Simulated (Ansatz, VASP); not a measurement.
**Two plane-wave programs on CsH**

File INCAR:

```
SYSTEM = CsH
  PREC = Accurate
  ENCUT = 520
  EDIFF = 1E-7
  ISMEAR = 0
  SIGMA = 0.05
  LREAL = .False.
  LASPH = .True.
  NELM = 100
  ALGO = Normal
  ISIF = 2
  LWAVE = .False.
  LCHARG = .True.
  LELF = .True.
  LVHAR = .True.
  NBANDS = 12
```

Contents of KPOINTS:

```
Automatic mesh
0
Gamma
  8 8 8
  0 0 0
```

POSCAR

```
CsH
1.0
    0.0000000000      3.3155200000      2.9329600000
    3.3155200000      0.0000000000      2.9329600000
    3.3155200000      3.3155200000      0.0000000000
Cs H
1 1
Direct
    0.0000000000      0.0000000000      0.0000000000
    0.5000000000      0.5000000000      0.5000000000
```

Input for Ansatz:

```yaml
crystal:
  lattice:
    - [0.0, 3.31552, 2.93296]
    - [3.31552, 0.0, 2.93296]
    - [3.31552, 3.31552, 0.0]
  atoms:
    - { symbol: Cs, position: [0.0, 0.0, 0.0] }
    - { symbol: H, position: [0.5, 0.5, 0.5] }
basis:
  ecutwfc: 420
kpoints:
  mp_grid: { grid: [8, 8, 8] }
hamiltonian:
  xc: lda
scf:
  occupations: { method: gaussian, width: 0.05 }
output:
  forces: true
  stress: true
  eigenvalues: true
```

Change from the starting cell: strain +0.040 along x and y, -0.080 along z, atoms carried along.

Alike in both runs: task single point; functional LDA; k mesh 8 × 8 × 8; occupations gaussian, width 0.05 eV; no spin polarisation.

|  | VASP | Ansatz |
| --- | --- | --- |
| version | VASP 6.6.1 | Ansatz 0.2.0 |
| potentials or method | VASP PAW LDA potentials, release 64 (Cs_sv, H), cutoff 520 eV | scalar-relativistic, plane waves, PAW |
| valence electrons in the cell | 10 | 10 |

|  | VASP | Ansatz | Ansatz less VASP |
| --- | --- | --- | --- |
| gap on the k mesh at the Fermi level (eV) | 1.85 | 1.87 | +0.020 |
| least direct gap on the mesh (eV) | 1.85 | 1.87 | +0.020 |
| pressure (GPa) | -0.8 | -0.8 | -0.02 |
| traceless stress, the component that is largest in VASP (GPa) | 1.97 | 1.92 | -0.050 |

LDA's correlation is that of Perdew and Zunger in VASP and of Perdew and Wang (1992) in Ansatz.

Spin-orbit coupling is off throughout.
